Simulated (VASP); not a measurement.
# Ti6Ge (I4/mmm) in VASP: single point with PBE

Aim: the single point of Ti6Ge with PBE.

Program: VASP 6.6.1. These are calculated values, not measurements. Logs are shortened: lines on timing, memory, paths and dates and some standing lists are left out, and cuts for length are marked.

## (1) The cell of the first run

Symmetry: I4/mmm, No. 139, tetragonal system. Conventional cell: a = 6.480 Å, b = 6.480 Å, c = 6.038 Å, α = 90.00°, β = 90.00°, γ = 90.00°. Ti (site symmetry 2/m) has 10 Ti at 2.74 to 3.24 Å and 2 Ge at 2.74 Å within 3.6 Å. Ti (site symmetry mmm) has 10 Ti at 2.74 to 3.02 Å and 2 Ge at 3.24 Å within 3.6 Å. Within 3.6 Å of Ge (site symmetry 4/mmm) lie 12 Ti at 2.74 to 3.24 Å.

The cell was generated, and may not be a known phase.

## (2) Single point, PBE

The input, INCAR:

```
SYSTEM = Ti6Ge
PREC     = Accurate       ! precision mode
ENCUT    = 620            ! plane-wave cutoff, eV
EDIFF    = 1E-6           ! SCF threshold, eV
ISMEAR   = 0              ! smearing method
SIGMA    = 0.1            ! smearing width, eV
LREAL    = .FALSE.        ! projectors in reciprocal space
LASPH    = .TRUE.         ! aspherical terms in the spheres
NELM     = 300            ! most SCF steps
ALGO     = All            ! electronic algorithm
ISIF     = 2              ! what is computed and relaxed
LWAVE    = .FALSE.        ! write WAVECAR
LCHARG   = .FALSE.        ! write CHGCAR
GGA      = PE             ! functional
NBANDS   = 52             ! bands
GGA_COMPAT= .FALSE.      
ISEARCH  = 1            
KPAR     = 4
```

The input, KPOINTS:

```
regular mesh
0
G
  8 8 8
  0 0 0
```

The input, POSCAR:

```
Ti6Ge
1.0
   -3.2397627442      3.2397627442      3.0187666229
    3.2397627442     -3.2397627442      3.0187666229
    3.2397627442      3.2397627442     -3.0187666229
Ti Ge
6 1
Direct
    0.5000000000      0.5000000000      0.5000000000
    0.0000000000      0.0000000000      0.5000000000
    0.5000000000      0.0000000000      0.0000000000
    0.0000000000      0.5000000000      0.0000000000
    0.5000000000      0.0000000000      0.5000000000
    0.0000000000      0.5000000000      0.5000000000
    0.0000000000      0.0000000000      0.0000000000
```

Potentials or basis: VASP PAW PBE potentials, release 64 (Ti_sv, Ge_d).

Launch:

```console
> cat potpaw_PBE.64/Ti_sv/POTCAR potpaw_PBE.64/Ge_d/POTCAR > POTCAR
> mpirun -np 4 vasp_std > vasp.out
```

OUTCAR:

```text
SYSTEM = Ti6Ge
   PREC = Accurate
   ENCUT = 620
   EDIFF = 1E-6
   ISMEAR = 0
   LREAL = .FALSE.
   LASPH = .TRUE.
   NELM = 300
   ISIF = 2
   GGA = PE

 ion  position               nearest neighbor table
   1  0.500  0.500  0.500-   5 2.74   6 2.74   7 2.74   5 2.74   6 2.74   7 2.74
   2  0.000  0.000  0.500-   5 2.74   6 2.74   7 2.74   7 2.74   6 2.74   5 2.74
   3  0.500  0.000  0.000-   5 2.74   6 2.74   7 2.74   5 2.74   7 2.74   6 2.74
   4  0.000  0.500  0.000-   5 2.74   6 2.74   7 2.74   6 2.74   7 2.74   5 2.74
   5  0.500  0.000  0.500-   1 2.74   2 2.74   3 2.74   4 2.74   3 2.74   1 2.74   2 2.74   4 2.74

   6  0.000  0.500  0.500-   1 2.74   2 2.74   3 2.74   4 2.74   4 2.74   2 2.74   1 2.74   3 2.74

   7  0.000  0.000  0.000-   1 2.74   2 2.74   3 2.74   4 2.74   2 2.74   4 2.74   3 2.74   1 2.74

  LATTYP: Found a body centered tetragonal cell.
 ALAT       =     6.4795254884
 C/A-ratio  =     0.9317863255

  Lattice vectors:

 A1 = (  -3.2397627442,   3.2397627442,   3.0187666229)
 A2 = (   3.2397627442,  -3.2397627442,   3.0187666229)
 A3 = (   3.2397627442,   3.2397627442,  -3.0187666229)

Analysis of symmetry for initial positions (statically):
=====================================================================
 Subroutine PRICEL returns:
 Original cell was already a primitive cell.

 Routine SETGRP: Setting up the symmetry group for a
 body centered tetragonal supercell.

 Subroutine GETGRP returns: Found 16 space group operations
 (whereof 16 operations were pure point group operations)
 out of a pool of 16 trial point group operations.

The static configuration has the point symmetry D_4h.

Analysis of symmetry for dynamics (positions and initial velocities):
=====================================================================
 Subroutine PRICEL returns:
 Original cell was already a primitive cell.

 Routine SETGRP: Setting up the symmetry group for a
 body centered tetragonal supercell.

 Subroutine GETGRP returns: Found 16 space group operations
 (whereof 16 operations were pure point group operations)
 out of a pool of 16 trial point group operations.

The dynamic configuration has the point symmetry D_4h.

 Subroutine INISYM returns: Found 16 space group operations
 (whereof 16 operations are pure point group operations),
 and found     1 'primitive' translations

----------------------------------------------------------------------------------------

                                     Primitive cell

  volume of cell :     126.7407

  direct lattice vectors                    reciprocal lattice vectors
    -3.239762744  3.239762744  3.018766623     0.000000000  0.154332289  0.165630558
     3.239762744 -3.239762744  3.018766623     0.154332289  0.000000000  0.165630558
     3.239762744  3.239762744 -3.018766623     0.154332289  0.154332289  0.000000000

  length of vectors
     5.486809383  5.486809383  5.486809383     0.226388907  0.226388907  0.218258816

  position of ions in fractional coordinates (direct lattice)
     0.500000000  0.500000000  0.500000000
     0.000000000  0.000000000  0.500000000
     0.500000000  1.000000000  0.000000000
     1.000000000  0.500000000  0.000000000
     0.500000000  0.000000000  0.500000000
     0.000000000  0.500000000  0.500000000
     0.000000000  0.000000000  0.000000000

  ion indices of the primitive-cell ions
   primitive index   ion index
                 1           1
                 2           2
                 3           3
                 4           4
                 5           5
                 6           6
                 7           7

----------------------------------------------------------------------------------------

 KPOINTS: regular mesh

Automatic generation of k-mesh.
 Grid dimensions read from file:
 generate k-points for:    8    8    8

 Generating k-lattice:

  Cartesian coordinates                     Fractional coordinates (reciprocal lattice)
     0.000000000  0.019291536  0.020703820     0.125000000 -0.000000000  0.000000000
     0.019291536  0.000000000  0.020703820    -0.000000000  0.125000000  0.000000000
     0.019291536  0.019291536  0.000000000     0.000000000  0.000000000  0.125000000

  Length of vectors
     0.028298613  0.028298613  0.027282352

  Shift w.r.t. Gamma in fractional coordinates (k-lattice)
     0.000000000  0.000000000  0.000000000

 Subroutine IBZKPT returns following result:
 ===========================================

 Found     59 irreducible k-points:

 Following reciprocal coordinates:
            Coordinates               Weight
  0.000000  0.000000  0.000000      1.000000
  0.125000  0.000000 -0.000000      8.000000
  0.250000  0.000000 -0.000000      8.000000
  0.375000  0.000000 -0.000000      8.000000
  0.500000  0.000000 -0.000000      4.000000
  0.125000  0.125000 -0.000000      8.000000
[... 16 lines left out ...]
  0.250000  0.125000  0.125000     16.000000
  0.375000  0.125000  0.125000      8.000000
 [... further k-points ...]
   k-points           NKPTS =     59   k-points in BZ     NKDIM =     59   number of bands    NBANDS=     52
   number of dos      NEDOS =    301   number of ions     NIONS =      7
   total plane-waves  NPLWV = 110592
   dimension x,y,z NGX =    48 NGY =   48 NGZ =   48
   dimension x,y,z NGXF=    96 NGYF=   96 NGZF=   96
   ions per type =               6   1
   NGX,Y,Z   is equivalent  to a cutoff of  14.54, 14.54, 14.54 a.u.
   NGXF,Y,Z  is equivalent  to a cutoff of  29.09, 29.09, 29.09 a.u.
 SYSTEM =  Ti6Ge
   PREC   = accura    normal or accurate (medium, high low for compatibility)
   ISTART =      0    job   : 0-new  1-cont  2-samecut
   ICHARG =      2    charge: 1-file 2-atom 10-const
   ISPIN  =      1    spin polarized calculation?
   LNONCOLLINEAR =      F non collinear calculations
   LSORBIT =      F    spin-orbit coupling
   LASPH  =      T    aspherical Exc in radial PAW
   ENCUT  =  620.0 eV  45.57 Ry    6.75 a.u.  11.14 11.14 11.14*2*pi/ulx,y,z
   NELM   =    300;   NELMIN=  2; NELMDL= -5     # of ELM steps
   EDIFF  = 0.1E-05   stopping-criterion for ELM
   LREAL  =      F    real-space projection
   EDIFFG = 0.1E-04   stopping-criterion for IOM
   NSW    =      0    number of steps for IOM
   IBRION =     -1    ionic relax: 0-MD 1-quasi-New 2-CG
   NFREE  =      0    steps in history (QN), initial steepest desc. (CG)
   ISIF   =      2    stress and relaxation
   ISYM   =      2    0-nonsym 1-usesym 2-fastsym
   POTIM  = 0.5000    time-step for ionic-motion
   TEBEG  =    0.0;   TEEND  =   0.0 temperature during run
   PSTRESS=    0.0 pullay stress
   NELECT =      86.0000    total number of electrons
   NUPDOWN=      -1.0000    fix difference up-down
   EMIN   =  10.00;   EMAX   =-10.00  energy-range for DOS
   EFERMI =   0.00;   METHOD = LEGACY
   ISMEAR =     0;   SIGMA  =   0.10  broadening in eV -4-tet -1-fermi 0-gaus
   EFERMI_NEDOS =   21; number of points for ismear=-14 and -15
   IALGO  =     58    algorithm
   IMIX   =      4    mixing-type and parameters
     AMIX     =   0.40;   BMIX     =  1.00
     AMIX_MAG =   1.60;   BMIX_MAG =  1.00
  volume/ion in A,a.u.               =      18.11       122.18
  Fermi-wavevector in a.u.,A,eV,Ry     =   1.438585  2.718532 28.157640  2.069528
  Thomas-Fermi vector in A             =   2.557536
   LORBIT       =      0    0 simple, 1 ext, 2 COOP (PROOUT), +10 PAW based schemes
   GGA     = PE    functional components
   LHFCALC =     F    Hartree Fock is set to
   AEXX    =    0.0000 exact exchange contribution
   IVDW    =     0    specifies the selected vdW correction
   LEPSILON=     F    determine dielectric tensor
   LRPA    =     F    only Hartree local field effects (RPA)
 non-spin polarized calculation
 Gauss-broadening in eV      SIGMA  =   0.10
  energy-cutoff  :      620.00
  volume of cell :      126.74
 maximum number of plane-waves:      4470
 NGX is ok and might be reduce to    48
   NGX = 23   NGY = 23   NGZ = 23

 number of electron      85.9999983 magnetization

 Free energy of the ion-electron system (eV)
  ---------------------------------------------------
  ext. energy  EPLUGINS =         0.00000000
  ---------------------------------------------------
  free energy    TOTEN  =       -50.78776272 eV

  energy without entropy =      -50.72682324  energy(sigma->0) =      -50.75729298

 E-fermi :   7.5573     XC(G=0): -11.2094

 val. band max:        7.5565292954   @ k =  -0.2500   0.5000   0.2500
 cond. band min:       7.5583965163   @ k =  -0.3750   0.3750   0.3750
 fundamental gap:      0.0018672209
 Fermi energy:         7.5573231419

 k-point     1 :       0.0000    0.0000    0.0000
  band No.  band energies     occupation
      1     -49.1943      2.00000
      2     -49.1456      2.00000
      3     -49.1303      2.00000
      4     -49.1303      2.00000
      5     -48.7108      2.00000
      6     -48.7106      2.00000
[... 44 lines left out ...]
     51       9.5261      0.00000
     52       9.8277      0.00000

 k-point     2 :       0.1250    0.0000   -0.0000
  band No.  band energies     occupation
      1     -49.1910      2.00000
      2     -49.1450      2.00000
      3     -49.1318      2.00000
      4     -49.1309      2.00000
      5     -48.7118      2.00000
      6     -48.7115      2.00000
[... 44 lines left out ...]
     51       9.2915      0.00000
     52       9.7769      0.00000

 k-point     3 :       0.2500    0.0000   -0.0000
  band No.  band energies     occupation
      1     -49.1821      2.00000
      2     -49.1434      2.00000
      3     -49.1365      2.00000
      4     -49.1327      2.00000
      5     -48.7143      2.00000
      6     -48.7138      2.00000
[... 44 lines left out ...]
     51       9.1291      0.00000
     52       9.5633      0.00000
[... 1046 lines left out ...]
 k-point    23 :       0.2500    0.1250    0.1250
  band No.  band energies     occupation
      1     -49.1665      2.00000
      2     -49.1431      2.00000
      3     -49.1431      2.00000
      4     -49.1373      2.00000
      5     -48.7172      2.00000
      6     -48.7161      2.00000
[... 44 lines left out ...]
     51       9.0039      0.00000
     52       9.2462      0.00000

 k-point    24 :       0.3750    0.1250    0.1250
  band No.  band energies     occupation
      1     -49.1541      2.00000
      2     -49.1541      2.00000
      3     -49.1404      2.00000
      4     -49.1403      2.00000
      5     -48.7174      2.00000
      6     -48.7174      2.00000
[... 44 lines left out ...]
     51       8.8703      0.00000
     52       9.2037      0.00000

 [... further k-points ...]

------------------------ aborting loop because EDIFF is reached ----------------------------------------

  FORCE on cell =-STRESS in cart. coord.  units (eV):
  Direction    XX          YY          ZZ          XY          YZ          ZX
  --------------------------------------------------------------------------------------
  -------------------------------------------------------------------------------------
  Total       -0.1130680     -0.1130680     -0.1523062      0.0000000     -0.0000000      0.0000000
  in kB       -1.4293365     -1.4293365     -1.9253616      0.0000000     -0.0000000      0.0000000
  external PRESSURE =      -1.5946782 kB  Pullay stress =       0.0000000 kB

 VOLUME and BASIS-vectors are now :
 -----------------------------------------------------------------------------
  energy-cutoff  :      620.00
  volume of cell :      126.74
      direct lattice vectors                 reciprocal lattice vectors
    -3.239762744  3.239762744  3.018766623     0.000000000  0.154332289  0.165630558
     3.239762744 -3.239762744  3.018766623     0.154332289  0.000000000  0.165630558
     3.239762744  3.239762744 -3.018766623     0.154332289  0.154332289  0.000000000

 POSITION                                       TOTAL-FORCE (eV/Angst)
 -----------------------------------------------------------------------------------
      1.61988      1.61988      1.50938         0.000000      0.000000     -0.000000
      1.61988      1.61988     -1.50938         0.000000     -0.000000     -0.000000
     -1.61988      1.61988      1.50938        -0.000000     -0.000000     -0.000000
      1.61988     -1.61988      1.50938         0.000000      0.000000      0.000000
      0.00000      3.23976      0.00000        -0.000000     -0.000000     -0.000000
      3.23976      0.00000      0.00000        -0.000000     -0.000000     -0.000000
      0.00000      0.00000      0.00000         0.000000     -0.000000     -0.000000
 -----------------------------------------------------------------------------------
    total drift:                                0.000000      0.000000     -0.000000

  FREE ENERGIE OF THE ION-ELECTRON SYSTEM (eV)
  ---------------------------------------------------
  free  energy   TOTEN  =       -50.7877627204 eV

  energy  without entropy=      -50.7268235372  energy(sigma->0) =      -50.75729313
```

It took 8 min on 4 MPI ranks of AMD EPYC 7R43 (Zen 3), shared host; peak memory 0.97 GiB.

Results:

```
Free energy            : -50.7878 eV
Pressure               : -0.2 GPa
Band gap on the k mesh : zero (bands 43 and 44 overlap by 0.83 eV)
```

Levels at points of the mesh, in eV from the Fermi level:
```tsv
k point	band 40	band 41	band 42	band 43	band 44	band 45	band 46	band 47
(0.00, 0.00, 0.00)	-1.33	-1.00	-0.92	0.24	0.24	0.76	0.76	1.05
(0.50, 0.00, 0.00)	-0.62	-0.46	-0.29	-0.21	0.04	0.09	0.15	0.27
(0.50, 0.50, 0.00)	-0.72	-0.64	-0.31	-0.19	0.01	0.16	0.38	0.71
(0.50, 0.50, 0.50)	-0.33	-0.11	-0.11	-0.11	0.47	0.57	0.57	0.60
```
